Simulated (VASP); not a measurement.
# FeNi3 (Pm-3m) in VASP: further runs

Runs on FeNi3. Level: PBEsol. Tasks: single point.

Program: VASP 6.6.1. These are calculated values, not measurements. Logs are shortened: lines on timing, memory, paths and dates and some standing lists are left out, and cuts for length are marked.

## 1. The cell of the first run

The structure is cubic, space group Pm-3m (No. 221). The conventional cell has a = 3.489 Å, b = 3.489 Å, c = 3.489 Å, α = 90.00°, β = 90.00°, γ = 90.00°. Within 3.3 Å of Fe (site symmetry m-3m) lie 12 Ni at 2.47 Å. Within 3.3 Å of Ni (site symmetry 4/mmm) lie 4 Fe at 2.47 Å and 8 Ni at 2.47 Å.

## 2. Single point, PBEsol, collinear spin, ferromagnetic start

The input, INCAR:

```
PREC = Accurate
ENCUT = 520
EDIFF = 1E-7
ISMEAR = 0
SIGMA = 0.1
LREAL = F
LASPH = T
NELM = 150
ALGO = Normal
ISIF = 2
LWAVE = F
LCHARG = F
ISPIN = 2
MAGMOM = 3.13 0.75 0.75 0.75
LORBIT = 11
LMAXMIX = 4
GGA = PS
NBANDS = 31
```

The input, KPOINTS:

```
regular mesh
0
Gamma
  12 12 12
```

The input, POSCAR:

```
FeNi3
1.0
    3.4888236474      0.0000000000      0.0000000000
    0.0000000000      3.4888236474      0.0000000000
    0.0000000000      0.0000000000      3.4888236474
Fe Ni
1 3
Direct
    0.0000000000      0.0000000000      0.0000000000
    0.0000000000      0.5000000000      0.5000000000
    0.5000000000      0.0000000000      0.5000000000
    0.5000000000      0.5000000000      0.0000000000
```

Potentials or basis: VASP PAW PBE potentials, release 64 (Fe, Ni).

Run with:

```sh
$ cat potpaw_PBE.64/Fe/POTCAR potpaw_PBE.64/Ni/POTCAR > POTCAR
$ mpirun -np 1 vasp_std > vasp.out
```

OUTCAR:

```text
PREC = Accurate
   ENCUT = 520
   EDIFF = 1E-7
   ISMEAR = 0
   LREAL = F
   LASPH = T
   NELM = 150
   ISIF = 2
   ISPIN = 2
   LORBIT = 11
   GGA = PS

 ion  position               nearest neighbor table
   1  0.000  0.000  0.000-   2 2.47   3 2.47   4 2.47   2 2.47   3 2.47   2 2.47   4 2.47   2 2.47
                             3 2.47   4 2.47   3 2.47   4 2.47
   2  0.000  0.500  0.500-   1 2.47   3 2.47   4 2.47   1 2.47   4 2.47   1 2.47   3 2.47   1 2.47
                             3 2.47   4 2.47   4 2.47   3 2.47
   3  0.500  0.000  0.500-   1 2.47   2 2.47   4 2.47   1 2.47   4 2.47   2 2.47   4 2.47   4 2.47
                             1 2.47   2 2.47   1 2.47   2 2.47
   4  0.500  0.500  0.000-   1 2.47   2 2.47   3 2.47   2 2.47   3 2.47   1 2.47   3 2.47   3 2.47
                             1 2.47   2 2.47   2 2.47   1 2.47

  LATTYP: Found a simple cubic cell.
 ALAT       =     3.4888236474

  Lattice vectors:

 A1 = (   3.4888236474,   0.0000000000,   0.0000000000)
 A2 = (   0.0000000000,   3.4888236474,   0.0000000000)
 A3 = (   0.0000000000,   0.0000000000,   3.4888236474)

Analysis of symmetry for initial positions (statically):
=====================================================================
 Subroutine PRICEL returns:
 Original cell was already a primitive cell.

 Routine SETGRP: Setting up the symmetry group for a
 simple cubic supercell.

 Subroutine GETGRP returns: Found 48 space group operations
 (whereof 48 operations were pure point group operations)
 out of a pool of 48 trial point group operations.

The static configuration has the point symmetry O_h .

Analysis of symmetry for dynamics (positions and initial velocities):
=====================================================================
 Subroutine PRICEL returns:
 Original cell was already a primitive cell.

 Routine SETGRP: Setting up the symmetry group for a
 simple cubic supercell.

 Subroutine GETGRP returns: Found 48 space group operations
 (whereof 48 operations were pure point group operations)
 out of a pool of 48 trial point group operations.

The dynamic configuration has the point symmetry O_h .

Analysis of structural, dynamic, and magnetic symmetry:
=====================================================================
 Subroutine PRICEL returns:
 Original cell was already a primitive cell.

 Routine SETGRP: Setting up the symmetry group for a
 simple cubic supercell.

 Subroutine GETGRP returns: Found 48 space group operations
 (whereof 48 operations were pure point group operations)
 out of a pool of 48 trial point group operations.

The overall configuration has the point symmetry O_h .

 Subroutine INISYM returns: Found 48 space group operations
 (whereof 48 operations are pure point group operations),
 and found     1 'primitive' translations

----------------------------------------------------------------------------------------

                                     Primitive cell

  volume of cell :      42.4656

  direct lattice vectors                    reciprocal lattice vectors
     3.488823647  0.000000000  0.000000000     0.286629564  0.000000000  0.000000000
     0.000000000  3.488823647  0.000000000     0.000000000  0.286629564  0.000000000
     0.000000000  0.000000000  3.488823647     0.000000000  0.000000000  0.286629564

  length of vectors
     3.488823647  3.488823647  3.488823647     0.286629564  0.286629564  0.286629564

  position of ions in fractional coordinates (direct lattice)
     0.000000000  0.000000000  0.000000000
     0.000000000  0.500000000  0.500000000
     0.500000000  0.000000000  0.500000000
     0.500000000  0.500000000  0.000000000

  ion indices of the primitive-cell ions
   primitive index   ion index
                 1           1
                 2           2
                 3           3
                 4           4

----------------------------------------------------------------------------------------

 KPOINTS: regular mesh

Automatic generation of k-mesh.
 Grid dimensions read from file:
 generate k-points for:   12   12   12

 Generating k-lattice:

  Cartesian coordinates                     Fractional coordinates (reciprocal lattice)
     0.023885797  0.000000000  0.000000000     0.083333333  0.000000000  0.000000000
     0.000000000  0.023885797  0.000000000     0.000000000  0.083333333  0.000000000
     0.000000000  0.000000000  0.023885797     0.000000000  0.000000000  0.083333333

  Length of vectors
     0.023885797  0.023885797  0.023885797

  Shift w.r.t. Gamma in fractional coordinates (k-lattice)
     0.000000000  0.000000000  0.000000000

 Subroutine IBZKPT returns following result:
 ===========================================

 Found     84 irreducible k-points:

 Following reciprocal coordinates:
            Coordinates               Weight
  0.000000  0.000000  0.000000      1.000000
  0.083333  0.000000  0.000000      6.000000
  0.166667  0.000000  0.000000      6.000000
  0.250000  0.000000  0.000000      6.000000
  0.333333  0.000000  0.000000      6.000000
  0.416667  0.000000  0.000000      6.000000
[... 16 lines left out ...]
  0.333333  0.333333  0.000000     12.000000
  0.416667  0.333333  0.000000     24.000000
 [... further k-points ...]
   k-points           NKPTS =     84   k-points in BZ     NKDIM =     84   number of bands    NBANDS=     31
   number of dos      NEDOS =    301   number of ions     NIONS =      4
   total plane-waves  NPLWV =  21952
   dimension x,y,z NGX =    28 NGY =   28 NGZ =   28
   dimension x,y,z NGXF=    56 NGYF=   56 NGZF=   56
   ions per type =               1   3
   NGX,Y,Z   is equivalent  to a cutoff of  13.34, 13.34, 13.34 a.u.
   NGXF,Y,Z  is equivalent  to a cutoff of  26.68, 26.68, 26.68 a.u.
 SYSTEM =  unknown system
   PREC   = accura    normal or accurate (medium, high low for compatibility)
   ISTART =      0    job   : 0-new  1-cont  2-samecut
   ICHARG =      2    charge: 1-file 2-atom 10-const
   ISPIN  =      2    spin polarized calculation?
   LNONCOLLINEAR =      F non collinear calculations
   LSORBIT =      F    spin-orbit coupling
   LASPH  =      T    aspherical Exc in radial PAW
   ENCUT  =  520.0 eV  38.22 Ry    6.18 a.u.   6.49  6.49  6.49*2*pi/ulx,y,z
   NELM   =    150;   NELMIN=  2; NELMDL= -5     # of ELM steps
   EDIFF  = 0.1E-06   stopping-criterion for ELM
   LREAL  =      F    real-space projection
   EDIFFG = 0.1E-05   stopping-criterion for IOM
   NSW    =      0    number of steps for IOM
   IBRION =     -1    ionic relax: 0-MD 1-quasi-New 2-CG
   NFREE  =      0    steps in history (QN), initial steepest desc. (CG)
   ISIF   =      2    stress and relaxation
   ISYM   =      2    0-nonsym 1-usesym 2-fastsym
   POTIM  = 0.5000    time-step for ionic-motion
   TEBEG  =    0.0;   TEEND  =   0.0 temperature during run
   PSTRESS=    0.0 pullay stress
   NELECT =      38.0000    total number of electrons
   NUPDOWN=      -1.0000    fix difference up-down
   EMIN   =  10.00;   EMAX   =-10.00  energy-range for DOS
   EFERMI =   0.00;   METHOD = LEGACY
   ISMEAR =     0;   SIGMA  =   0.10  broadening in eV -4-tet -1-fermi 0-gaus
   EFERMI_NEDOS =   21; number of points for ismear=-14 and -15
   IALGO  =     38    algorithm
   IMIX   =      4    mixing-type and parameters
     AMIX     =   0.40;   BMIX     =  1.00
     AMIX_MAG =   1.60;   BMIX_MAG =  1.00
  volume/ion in A,a.u.               =      10.62        71.64
  Fermi-wavevector in a.u.,A,eV,Ry     =   1.577576  2.981187 33.861454  2.488747
  Thomas-Fermi vector in A             =   2.678237
   LORBIT       =     11    0 simple, 1 ext, 2 COOP (PROOUT), +10 PAW based schemes
   GGA     = PS    functional components
   LHFCALC =     F    Hartree Fock is set to
   AEXX    =    0.0000 exact exchange contribution
   IVDW    =     0    specifies the selected vdW correction
   LEPSILON=     F    determine dielectric tensor
   LRPA    =     F    only Hartree local field effects (RPA)
 spin polarized calculation
 Gauss-broadening in eV      SIGMA  =   0.10
  energy-cutoff  :      520.00
  volume of cell :       42.47
 maximum number of plane-waves:      1189
 NGX is ok and might be reduce to    28
   NGX = 13   NGY = 13   NGZ = 13

 number of electron      37.9999983 magnetization       4.7449578

 Free energy of the ion-electron system (eV)
  ---------------------------------------------------
  ext. energy  EPLUGINS =         0.00000000
  ---------------------------------------------------
  free energy    TOTEN  =       -27.65382593 eV

  energy without entropy =      -27.63952582  energy(sigma->0) =      -27.64667587

 E-fermi :   9.0121     XC(G=0): -13.5999

 val. band max:        9.0120527822   @ k =   0.0000   0.0000   0.0000
 cond. band min:       9.0185021654   @ k =   0.5000   0.4167   0.2500
 fundamental gap:      0.0064493832
 Fermi energy:         9.0121361139

 spin component 1

 k-point     1 :       0.0000    0.0000    0.0000
  band No.  band energies     occupation
      1      -0.4253      1.00000
      2       3.4612      1.00000
      3       3.4612      1.00000
      4       4.0947      1.00000
      5       4.2306      1.00000
      6       4.2306      1.00000
[... 805 lines left out ...]
     30      23.0957      0.00000
     31      24.1670      0.00000

 [... further k-points ...]

 spin component 2

 k-point     1 :       0.0000    0.0000    0.0000
  band No.  band energies     occupation
      1      -0.3307      1.00000
      2       4.4653      1.00000
      3       4.4653      1.00000
      4       4.4935      1.00000
      5       5.1997      1.00000
      6       5.1997      1.00000
[... 805 lines left out ...]
     30      23.4692      0.00000
     31      24.6123      0.00000

 [... further k-points ...]

------------------------ aborting loop because EDIFF is reached ----------------------------------------

  FORCE on cell =-STRESS in cart. coord.  units (eV):
  Direction    XX          YY          ZZ          XY          YZ          ZX
  --------------------------------------------------------------------------------------
  -------------------------------------------------------------------------------------
  Total       -0.0175022     -0.0175022     -0.0175022     -0.0000000      0.0000000     -0.0000000
  in kB       -0.6603360     -0.6603360     -0.6603360     -0.0000000      0.0000000     -0.0000000
  external PRESSURE =      -0.6603360 kB  Pullay stress =       0.0000000 kB

 VOLUME and BASIS-vectors are now :
 -----------------------------------------------------------------------------
  energy-cutoff  :      520.00
  volume of cell :       42.47
      direct lattice vectors                 reciprocal lattice vectors
     3.488823647  0.000000000  0.000000000     0.286629564  0.000000000  0.000000000
     0.000000000  3.488823647  0.000000000     0.000000000  0.286629564  0.000000000
     0.000000000  0.000000000  3.488823647     0.000000000  0.000000000  0.286629564

 POSITION                                       TOTAL-FORCE (eV/Angst)
 -----------------------------------------------------------------------------------
      0.00000      0.00000      0.00000         0.000000      0.000000      0.000000
      0.00000      1.74441      1.74441         0.000000      0.000000      0.000000
      1.74441      0.00000      1.74441         0.000000      0.000000      0.000000
      1.74441      1.74441      0.00000         0.000000      0.000000      0.000000
 -----------------------------------------------------------------------------------
    total drift:                                0.000000      0.000000      0.000000

  FREE ENERGIE OF THE ION-ELECTRON SYSTEM (eV)
  ---------------------------------------------------
  free  energy   TOTEN  =       -27.6538259289 eV

  energy  without entropy=      -27.6395258154  energy(sigma->0) =      -27.64667587

 total charge

# of ion       s       p       d       tot
------------------------------------------
    1        0.496   0.546   6.149   7.191
    2        0.527   0.559   8.342   9.428
    3        0.527   0.559   8.342   9.428
    4        0.527   0.559   8.342   9.428
--------------------------------------------------
tot          2.078   2.222  31.176  35.476

 magnetization (x)

# of ion       s       p       d       tot
------------------------------------------
    1        0.010   0.004   2.831   2.845
    2       -0.015  -0.040   0.685   0.630
    3       -0.015  -0.040   0.685   0.630
    4       -0.015  -0.040   0.685   0.630
--------------------------------------------------
tot         -0.034  -0.117   4.885   4.735
```

It took 1.8 min on 1 thread of Intel Xeon 6975P-C (Granite Rapids), shared host; peak memory 0.29 GiB.

What came out:

```yaml
Free_energy: -27.6538 eV
Pressure: -0.1 GPa
Net_moment: 4.74 μB per cell
Site_moments: Fe +2.85; Ni +0.63 μB
Valence_electrons_inside_the_program's_atomic_spheres: Fe 7.19; Ni 9.43
```

Caveat: the PAW data sets were made with another functional, which shifts forces and pressure a little.

## 3. Single point, PBEsol, collinear spin, ferromagnetic start (10.93 Å³/atom)

This run uses another cell than the first one, of 10.93 Å³/atom.

The input, INCAR:

```
SYSTEM = FeNi3
PREC = Accurate
ENCUT = 520
EDIFF = 1E-6
ISMEAR = 0
SIGMA = 0.1
LREAL = .FALSE.
LASPH = .TRUE.
NELM = 150
ALGO = Normal
ISIF = 2
LWAVE = .FALSE.
LCHARG = .FALSE.
ISPIN = 2
MAGMOM = 3.13 0.75 0.75 0.75
LORBIT = 11
LMAXMIX = 4
GGA = PS
NBANDS = 31
```

The input, KPOINTS:

```
Automatic mesh
0
G
  12 12 12
  0 0 0
```

The input, POSCAR:

```
FeNi3
1.0
    3.5233687024      0.0000000000      0.0000000000
    0.0000000000      3.5233687024      0.0000000000
    0.0000000000      0.0000000000      3.5233687024
Fe Ni
1 3
Direct
    0.0000000000      0.0000000000      0.0000000000
    0.0000000000      0.5000000000      0.5000000000
    0.5000000000      0.0000000000      0.5000000000
    0.5000000000      0.5000000000      0.0000000000
```

Potentials or basis: VASP PAW PBE potentials, release 64 (Fe, Ni).

Run with:

```sh
$ cat potpaw_PBE.64/Fe/POTCAR potpaw_PBE.64/Ni/POTCAR > POTCAR
$ mpirun -np 1 vasp_std > vasp.out
```

Run time: 1.7 min. Hardware: 1 thread of Intel Xeon 6975P-C (Granite Rapids), shared host; peak memory 0.29 GiB.

It converged, with:

```yaml
Free_energy: -27.6281 eV
Pressure: -6.2 GPa
Net_moment: 4.77 μB per cell
Site_moments: Fe +2.88; Ni +0.63 μB
Valence_electrons_inside_the_program's_atomic_spheres: Fe 7.13; Ni 9.37
```

Levels at points of the mesh, in eV from the Fermi level:
Spin up:
```csv
k point,band 19,band 20,band 21,band 22,band 23,band 24
"(0.00, 0.00, 0.00)",-0.60,-0.60,-0.60,2.21,2.21,2.21
"(0.50, 0.00, 0.00)",-1.38,-1.04,-0.68,-0.60,7.56,7.56
"(0.50, 0.50, 0.00)",-1.52,-1.50,0.77,0.77,0.83,0.85
"(0.50, 0.50, 0.50)",-0.78,-0.78,-0.58,-0.58,-0.58,-0.45
```
Spin down:
| k point | band 14 | band 15 | band 16 | band 17 | band 18 | band 19 | band 20 | band 21 |
| --- | --- | --- | --- | --- | --- | --- | --- | --- |
| (0.00, 0.00, 0.00) | 0.27 | 0.27 | 0.27 | 0.99 | 0.99 | 1.30 | 1.30 | 1.30 |
| (0.50, 0.00, 0.00) | -0.98 | -0.87 | -0.39 | -0.13 | -0.13 | 0.28 | 0.48 | 0.60 |
| (0.50, 0.50, 0.00) | -1.22 | -1.22 | -0.81 | -0.70 | 0.17 | 0.17 | 0.35 | 1.44 |
| (0.50, 0.50, 0.50) | -0.47 | -0.47 | -0.47 | 0.06 | 0.06 | 0.06 | 0.82 | 0.82 |

Caveat: the cell stands under tension; the PAW data sets were made with another functional, which shifts forces and pressure a little.

(Continued in part 2 of 2.)
